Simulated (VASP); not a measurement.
Here is a VASP 6.6.1 calculation.

The input INCAR:

```
PREC = Accurate
ENCUT = 600
EDIFF = 1E-6
ISMEAR = 0
SIGMA = 0.1
LREAL = False
LASPH = True
NELM = 60
ALGO = Fast
ISIF = 3
LWAVE = False
LCHARG = False
GGA = PE
IBRION = 2
NSW = 100
EDIFFG = -0.01
```

File KPOINTS:

```
regular mesh
0
Gamma
  10 10 10
```

The input POSCAR:

```
RbAg3
1.0
    4.6014676820      0.0000000000      0.0000000000
    0.0000000000      4.6014676820      0.0000000000
    0.0000000000      0.0000000000      4.6014676820
Rb Ag
1 3
Direct
    0.0000000000      0.0000000000      0.0000000000
    0.0000000000      0.5000000000      0.5000000000
    0.5000000000      0.0000000000      0.5000000000
    0.5000000000      0.5000000000      0.0000000000
```

Potentials or basis: VASP PAW PBE potentials, release 64 (Rb_sv, Ag).

Launch:

```sh
$ cat potpaw_PBE.64/Rb_sv/POTCAR potpaw_PBE.64/Ag/POTCAR > POTCAR
$ mpirun -np 1 vasp_std > vasp.out
```

Task: Estimate the relaxed volume.

Result: 25.69 Å³/atom.

Task: What does it give for the relaxed cell?

Result: a = 4.684 Å, b = 4.684 Å, c = 4.684 Å, α = 90.00°, β = 90.00°, γ = 90.00°.

Task: What does it give for the band gap on the k mesh?

Result: Zero (bands 21 and 22 overlap by 2.48 eV).

Final structure:
```xyz
4
Lattice="4.6840 0.0000 0.0000 0.0000 4.6840 0.0000 0.0000 0.0000 4.6840" Properties=species:S:1:pos:R:3 pbc="T T T"
Rb    0.0000    0.0000    0.0000
Ag    0.0000    2.3420    2.3420
Ag    2.3420    0.0000    2.3420
Ag    2.3420    2.3420    0.0000
```
